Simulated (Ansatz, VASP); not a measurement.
# GaP: VASP beside Ansatz

INCAR

```
ALGO = Normal ; EDIFF = 1E-6
ENCUT = 520 ; GGA = PS
ISIF = 2 ; ISMEAR = 0
LASPH = T ; LCHARG = F
LREAL = F ; LWAVE = F
NBANDS = 16 ; NELM = 60
PREC = Accurate ; SIGMA = 0.05
```

The input KPOINTS:

```
k-points
0
Gamma
  8 8 8
```

File POSCAR:

```
GaP
1.0
    0.0000000000      2.7252500000      2.7252500000
    2.7252500000      0.0000000000      2.7252500000
    2.7252500000      2.7252500000      0.0000000000
Ga P
1 1
Direct
    0.0000000000      0.0000000000      0.0000000000
    0.7500000000      0.7500000000      0.7500000000
```

The input input.yaml:

```yaml
crystal:
  lattice:
    - [0.0, 2.72525, 2.72525]
    - [2.72525, 0.0, 2.72525]
    - [2.72525, 2.72525, 0.0]
  atoms:
    - { symbol: Ga, position: [0.0, 0.0, 0.0] }
    - { symbol: P, position: [0.75, 0.75, 0.75] }
kpoints:
  mp_grid: { grid: [8, 8, 8] }
scf:
  occupations: { method: gaussian, width: 0.05 }
hamiltonian:
  xc: pbesol
  pseudopotentials: { kind: all_electron, lapw: { basis_error: 0.001 } }
output:
  forces: true
  stress: true
  eigenvalues: true
```

Alike in both runs: task single point; functional PBEsol; k mesh 8 × 8 × 8; occupations gaussian, width 0.05 eV; no spin polarisation.

```csv
,VASP,Ansatz
version,VASP 6.6.1,Ansatz 0.2.0
potentials or method,"VASP PAW PBE potentials, release 64 (Ga_d, P), cutoff 520 eV","all-electron LAPW, scalar-relativistic"
```

```tsv
	VASP	Ansatz	Ansatz less VASP
gap on the k mesh at the Fermi level (eV)	1.52	1.52	-0.001
least direct gap on the mesh (eV)	1.75	1.75	-0.004
pressure (GPa)	-0.6	-0.6	+0.08
```

VASP's potentials were made for PBE, not for PBEsol. Ansatz ran all-electron here, and VASP with PAW potentials.
